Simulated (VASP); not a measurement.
# Cd8Se7 (a cell with a defect) in VASP: a series of runs

The runs below take Cd8Se7 (a cell with a defect) through single point, with PBEsol.

Program: VASP 6.6.1. These are calculated values, not measurements. Logs are shortened: lines on timing, memory, paths and dates and some standing lists are left out, and cuts for length are marked.

### Step 1. The cell of the first run

The cell holds a defect, 15 atoms: a = 8.602 Å, b = 8.602 Å, c = 8.602 Å, α = 60.00°, β = 60.00°, γ = 60.00°.

### Step 2. Single point, PBEsol

File INCAR:

```
SYSTEM = Cd8Se7
PREC = Accurate ; ENCUT = 520
EDIFF = 1E-6 ; ISMEAR = 0
SIGMA = 0.05 ; LREAL = Auto
LASPH = .TRUE. ; NELM = 60
ALGO = Normal ; ISIF = 2
LWAVE = .FALSE. ; LCHARG = .TRUE.
GGA = PS ; LELF = .TRUE.
LVHAR = .TRUE. ; NBANDS = 82
```

File KPOINTS:

```
Automatic mesh
0
G
  4 4 4
  0 0 0
```

File POSCAR:

```
Cd8Se7
1.0
   -6.0826191937      6.0826191937      0.0000000000
    0.0000000000      6.0826191937     -6.0826191937
   -6.0826191937      0.0000000000     -6.0826191937
Cd Se
8 7
Direct
    0.0270370349     -0.0090123450      0.4909876550
    0.0005711938      0.5005711938      0.4982864185
    0.0005711938     -0.0017135815      0.0005711938
    0.0005711938      0.5005711938      0.0005711938
    0.4909876550     -0.0090123450      0.4909876550
    0.4909876550      0.5270370349      0.4909876550
    0.4909876550     -0.0090123450      0.0270370349
    0.4982864185      0.5005711938      0.0005711938
    0.3768724170      0.3731275830      0.3768724170
    0.3768724170      0.8768724170      0.8731275830
    0.3768724170      0.3731275830      0.8731275830
    0.8731275830      0.8768724170      0.3768724170
    0.8731275830      0.3731275830      0.3768724170
    0.8731275830      0.8768724170      0.8731275830
    0.8750000000      0.3750000000      0.8750000000
```

Potentials or basis: VASP PAW PBE potentials, release 64 (Cd, Se).

On the command line:

```
$ cat potpaw_PBE.64/Cd/POTCAR potpaw_PBE.64/Se/POTCAR > POTCAR
$ mpirun -np 1 vasp_std > vasp.out
```

OUTCAR:

```text
SYSTEM = Cd8Se7
   PREC = Accurate
   ENCUT = 520
   EDIFF = 1E-6
   ISMEAR = 0
   LREAL = Auto
   LASPH = .TRUE.
   NELM = 60
   ISIF = 2
   GGA = PS

 ion  position               nearest neighbor table
   1  0.027  0.991  0.491-  12 2.69  13 2.69  14 2.69
   2  0.001  0.501  0.498-  13 2.64  12 2.64   9 2.64  15 2.65
   3  0.001  0.998  0.001-  14 2.64  12 2.64  10 2.64  15 2.65
   4  0.001  0.501  0.001-  11 2.64  13 2.64  14 2.64  15 2.65
   5  0.491  0.991  0.491-   9 2.69  10 2.69  12 2.69
   6  0.491  0.527  0.491-   9 2.69  11 2.69  13 2.69
   7  0.491  0.991  0.027-  10 2.69  11 2.69  14 2.69
   8  0.498  0.501  0.001-  11 2.64  10 2.64   9 2.64  15 2.65
   9  0.377  0.373  0.377-   2 2.64   8 2.64   6 2.69   5 2.69
  10  0.377  0.877  0.873-   3 2.64   8 2.64   7 2.69   5 2.69
  11  0.377  0.373  0.873-   8 2.64   4 2.64   7 2.69   6 2.69
  12  0.873  0.877  0.377-   2 2.64   3 2.64   1 2.69   5 2.69
  13  0.873  0.373  0.377-   2 2.64   4 2.64   1 2.69   6 2.69
  14  0.873  0.877  0.873-   3 2.64   4 2.64   1 2.69   7 2.69
  15  0.875  0.375  0.875-   4 2.65   3 2.65   2 2.65   8 2.65

  LATTYP: Found a face centered cubic cell.
 ALAT       =    12.1652383874

  Lattice vectors:

 A1 = (  -6.0826191937,   6.0826191937,   0.0000000000)
 A2 = (   0.0000000000,   6.0826191937,  -6.0826191937)
 A3 = (  -6.0826191937,   0.0000000000,  -6.0826191937)

Analysis of symmetry for initial positions (statically):
=====================================================================
 Subroutine PRICEL returns:
 Original cell was already a primitive cell.

 Routine SETGRP: Setting up the symmetry group for a
 face centered cubic supercell.

 Subroutine GETGRP returns: Found 24 space group operations
 (whereof  6 operations were pure point group operations)
 out of a pool of 48 trial point group operations.

The static configuration has the point symmetry C_3v.
 The point group associated with its full space group is T_d .

Analysis of symmetry for dynamics (positions and initial velocities):
=====================================================================
 Subroutine PRICEL returns:
 Original cell was already a primitive cell.

 Routine SETGRP: Setting up the symmetry group for a
 face centered cubic supercell.

 Subroutine GETGRP returns: Found 24 space group operations
 (whereof  6 operations were pure point group operations)
 out of a pool of 48 trial point group operations.

The dynamic configuration has the point symmetry C_3v.
 The point group associated with its full space group is T_d .

 Subroutine INISYM returns: Found 24 space group operations
 (whereof  6 operations are pure point group operations),
 and found     1 'primitive' translations

----------------------------------------------------------------------------------------

                                     Primitive cell

  volume of cell :     450.0926

  direct lattice vectors                    reciprocal lattice vectors
    -6.082619194  6.082619194  0.000000000    -0.082201431  0.082201431  0.082201431
     0.000000000  6.082619194 -6.082619194     0.082201431  0.082201431 -0.082201431
    -6.082619194  0.000000000 -6.082619194    -0.082201431 -0.082201431 -0.082201431

  length of vectors
     8.602122558  8.602122558  8.602122558     0.142377054  0.142377054  0.142377054

  position of ions in fractional coordinates (direct lattice)
     0.027037035  0.990987655  0.490987655
     0.000571194  0.500571194  0.498286419
     0.000571194  0.998286419  0.000571194
     0.000571194  0.500571194  0.000571194
     0.490987655  0.990987655  0.490987655
     0.490987655  0.527037035  0.490987655
     0.490987655  0.990987655  0.027037035
     0.498286419  0.500571194  0.000571194
     0.376872417  0.373127583  0.376872417
     0.376872417  0.876872417  0.873127583
     0.376872417  0.373127583  0.873127583
     0.873127583  0.876872417  0.376872417
     0.873127583  0.373127583  0.376872417
     0.873127583  0.876872417  0.873127583
     0.875000000  0.375000000  0.875000000

  ion indices of the primitive-cell ions
   primitive index   ion index
                 1           1
                 2           2
                 3           3
                 4           4
                 5           5
                 6           6
                 7           7
                 8           8
                 9           9
                10          10
                11          11
                12          12
                13          13
                14          14
                15          15

----------------------------------------------------------------------------------------

 KPOINTS: Automatic mesh

Automatic generation of k-mesh.
 Grid dimensions read from file:
 generate k-points for:    4    4    4

 Generating k-lattice:

  Cartesian coordinates                     Fractional coordinates (reciprocal lattice)
    -0.020550358  0.020550358  0.020550358     0.250000000  0.000000000  0.000000000
     0.020550358  0.020550358 -0.020550358     0.000000000  0.250000000  0.000000000
    -0.020550358 -0.020550358 -0.020550358     0.000000000  0.000000000  0.250000000

  Length of vectors
     0.035594264  0.035594264  0.035594264

  Shift w.r.t. Gamma in fractional coordinates (k-lattice)
     0.000000000  0.000000000  0.000000000

 Subroutine IBZKPT returns following result:
 ===========================================

 Found      8 irreducible k-points:

 Following reciprocal coordinates:
            Coordinates               Weight
  0.000000  0.000000  0.000000      1.000000
  0.250000  0.000000  0.000000      8.000000
  0.500000  0.000000  0.000000      4.000000
  0.250000  0.250000  0.000000      6.000000
  0.500000  0.250000  0.000000     24.000000
 -0.250000  0.250000  0.000000     12.000000
  0.500000  0.500000  0.000000      3.000000
 -0.250000  0.500000  0.250000      6.000000
   k-points           NKPTS =      8   k-points in BZ     NKDIM =      8   number of bands    NBANDS=     82
   number of dos      NEDOS =    301   number of ions     NIONS =     15
   total plane-waves  NPLWV = 262144
   dimension x,y,z NGX =    64 NGY =   64 NGZ =   64
   dimension x,y,z NGXF=   128 NGYF=  128 NGZF=  128
   ions per type =               8   7
   NGX,Y,Z   is equivalent  to a cutoff of  12.37, 12.37, 12.37 a.u.
   NGXF,Y,Z  is equivalent  to a cutoff of  24.74, 24.74, 24.74 a.u.
 SYSTEM =  Cd8Se7
   PREC   = accura    normal or accurate (medium, high low for compatibility)
   ISTART =      0    job   : 0-new  1-cont  2-samecut
   ICHARG =      2    charge: 1-file 2-atom 10-const
   ISPIN  =      1    spin polarized calculation?
   LNONCOLLINEAR =      F non collinear calculations
   LSORBIT =      F    spin-orbit coupling
   LASPH  =      T    aspherical Exc in radial PAW
   ENCUT  =  520.0 eV  38.22 Ry    6.18 a.u.  15.99 15.99 15.99*2*pi/ulx,y,z
   NELM   =     60;   NELMIN=  2; NELMDL= -5     # of ELM steps
   EDIFF  = 0.1E-05   stopping-criterion for ELM
   LREAL  =      T    real-space projection
   EDIFFG = 0.1E-04   stopping-criterion for IOM
   NSW    =      0    number of steps for IOM
   IBRION =     -1    ionic relax: 0-MD 1-quasi-New 2-CG
   NFREE  =      0    steps in history (QN), initial steepest desc. (CG)
   ISIF   =      2    stress and relaxation
   ISYM   =      2    0-nonsym 1-usesym 2-fastsym
   POTIM  = 0.5000    time-step for ionic-motion
   TEBEG  =    0.0;   TEEND  =   0.0 temperature during run
   PSTRESS=    0.0 pullay stress
   NELECT =     138.0000    total number of electrons
   NUPDOWN=      -1.0000    fix difference up-down
   EMIN   =  10.00;   EMAX   =-10.00  energy-range for DOS
   EFERMI =   0.00;   METHOD = LEGACY
   ISMEAR =     0;   SIGMA  =   0.05  broadening in eV -4-tet -1-fermi 0-gaus
   EFERMI_NEDOS =   21; number of points for ismear=-14 and -15
   IALGO  =     38    algorithm
   IMIX   =      4    mixing-type and parameters
     AMIX     =   0.40;   BMIX     =  1.00
     AMIX_MAG =   1.60;   BMIX_MAG =  1.00
  volume/ion in A,a.u.               =      30.01       202.49
  Fermi-wavevector in a.u.,A,eV,Ry     =   1.103911  2.086089 16.580313  1.218619
  Thomas-Fermi vector in A             =   2.240376
   LORBIT       =      0    0 simple, 1 ext, 2 COOP (PROOUT), +10 PAW based schemes
   GGA     = PS    functional components
   LHFCALC =     F    Hartree Fock is set to
   AEXX    =    0.0000 exact exchange contribution
   IVDW    =     0    specifies the selected vdW correction
   LEPSILON=     F    determine dielectric tensor
   LRPA    =     F    only Hartree local field effects (RPA)
 non-spin polarized calculation
 Gauss-broadening in eV      SIGMA  =   0.05
  energy-cutoff  :      520.00
  volume of cell :      450.09
 maximum number of plane-waves:     12180
   NGX = 31   NGY = 31   NGZ = 31

 number of electron     138.0000004 magnetization

 Free energy of the ion-electron system (eV)
  ---------------------------------------------------
  ext. energy  EPLUGINS =         0.00000000
  ---------------------------------------------------
  free energy    TOTEN  =       -42.45007124 eV

  energy without entropy =      -42.45006652  energy(sigma->0) =      -42.45006888

 E-fermi :   1.2042     XC(G=0):  -8.8765

 val. band max:        1.0718200611   @ k =  -0.2500   0.5000   0.2500
 cond. band min:       1.3301574110   @ k =   0.5000   0.5000   0.0000
 fundamental gap:      0.2583373498
 Fermi energy:         1.2041563868

 k-point     1 :       0.0000    0.0000    0.0000
  band No.  band energies     occupation
      1     -12.0641      2.00000
      2     -11.7469      2.00000
      3     -11.7469      2.00000
      4     -11.7469      2.00000
      5     -11.6321      2.00000
      6     -11.6306      2.00000
[... 661 lines left out ...]
     80       5.2309      0.00000
     81       5.4439      0.00000
 [bands above 81 left out]

------------------------ aborting loop because EDIFF is reached ----------------------------------------

  FORCE on cell =-STRESS in cart. coord.  units (eV):
  Direction    XX          YY          ZZ          XY          YZ          ZX
  --------------------------------------------------------------------------------------
  -------------------------------------------------------------------------------------
  Total       -4.7058139     -4.7058139     -4.7058139     -0.0000000     -0.0000000      0.0000000
  in kB      -16.7511047    -16.7511047    -16.7511047     -0.0000000     -0.0000000      0.0000000
  external PRESSURE =     -16.7511047 kB  Pullay stress =       0.0000000 kB

 VOLUME and BASIS-vectors are now :
 -----------------------------------------------------------------------------
  energy-cutoff  :      520.00
  volume of cell :      450.09
      direct lattice vectors                 reciprocal lattice vectors
    -6.082619194  6.082619194  0.000000000    -0.082201431  0.082201431  0.082201431
     0.000000000  6.082619194 -6.082619194     0.082201431  0.082201431 -0.082201431
    -6.082619194  0.000000000 -6.082619194    -0.082201431 -0.082201431 -0.082201431

 POSITION                                       TOTAL-FORCE (eV/Angst)
 -----------------------------------------------------------------------------------
     -3.15095      6.19226     -9.01429        -0.015902      0.015902      0.015902
     -3.03436      3.04826     -6.07567        -0.000685     -0.000685     -0.000685
     -0.00695      6.07567     -6.07567         0.000685      0.000685     -0.000685
     -0.00695      3.04826     -3.04826         0.000685     -0.000685      0.000685
     -5.97298      9.01429     -9.01429         0.015902     -0.015902      0.015902
     -5.97298      6.19226     -6.19226         0.015902      0.015902     -0.015902
     -3.15095      9.01429     -6.19226        -0.015902     -0.015902     -0.015902
     -3.03436      6.07567     -3.04826        -0.000685      0.000685      0.000685
     -4.58474      4.56196     -4.56196        -0.016122      0.000000     -0.000000
     -7.60327      7.62605    -10.64458        -0.000000      0.016122     -0.000000
     -7.60327      4.56196     -7.58050        -0.000000      0.000000      0.016122
     -7.60327     10.64458     -7.62605        -0.000000      0.000000     -0.016122
     -7.60327      7.58050     -4.56196        -0.000000     -0.016122     -0.000000
    -10.62181     10.64458    -10.64458         0.016122      0.000000     -0.000000
    -10.64458      7.60327     -7.60327        -0.000000      0.000000     -0.000000
 -----------------------------------------------------------------------------------
    total drift:                               -0.000004      0.000004     -0.000004

  FREE ENERGIE OF THE ION-ELECTRON SYSTEM (eV)
  ---------------------------------------------------
  free  energy   TOTEN  =       -42.4500712405 eV

  energy  without entropy=      -42.4500665176  energy(sigma->0) =      -42.45006888
```

It took 12 min on 1 thread of Intel Xeon Platinum 8259CL at 2.50GHz (Skylake/Cascade Lake), shared host; peak memory 0.63 GiB.

Results:

```yaml
Free_energy: -42.4501 eV
Pressure: -1.7 GPa
Largest_force: 0.028 eV/Å
Band_gap_on_the_k_mesh: 0.26 eV
```

Forces on the atoms (eV/Å):
```
Cd  -0.016  0.016  0.016
Cd  -0.001 -0.001 -0.001
Cd   0.001  0.001 -0.001
Cd   0.001 -0.001  0.001
Cd   0.016 -0.016  0.016
Cd   0.016  0.016 -0.016
Cd  -0.016 -0.016 -0.016
Cd  -0.001  0.001  0.001
Se  -0.016  0.000  0.000
Se   0.000  0.016  0.000
Se   0.000  0.000  0.016
Se   0.000  0.000 -0.016
Se   0.000 -0.016  0.000
Se   0.016  0.000  0.000
Se   0.000  0.000  0.000
```

Caveat: the PAW data sets were made with another functional, which shifts forces and pressure a little.

(Continued in part 2 of 2.)
